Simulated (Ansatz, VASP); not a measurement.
# LiBr: VASP beside Ansatz

```xyz
2
Lattice="0.0000 2.7397 2.7397 2.7397 0.0000 2.7397 2.7397 2.7397 0.0000" Properties=species:S:1:pos:R:3 pbc="T T T"
Li    0.0000    0.0000    0.0000
Br    2.7397    2.7397    2.7397
```

Alike in both runs: functional r2SCAN; k mesh 8 × 8 × 8; occupations gaussian, width 0.02 eV; no spin polarisation.

Ansatz relaxed the structure, and its values are those at the end. VASP's run is a single point on that final structure, the one shown.

|  | VASP | Ansatz |
| --- | --- | --- |
| version | VASP 6.6.1 | Ansatz 0.2.0 |
| potentials or method | VASP PAW PBE potentials, release 64 (Li_sv, Br), cutoff 830 eV | scalar-relativistic, plane waves, PAW |
| valence electrons in the cell | 10 | 10 |

```csv
,VASP,Ansatz,Ansatz less VASP
gap on the k mesh at the Fermi level (eV),5.93,5.88,-0.051
least direct gap on the mesh (eV),5.93,5.88,-0.051
pressure (GPa),-0.4,0.0,+0.41
```

VASP's potentials were made for PBE, not for r2SCAN.
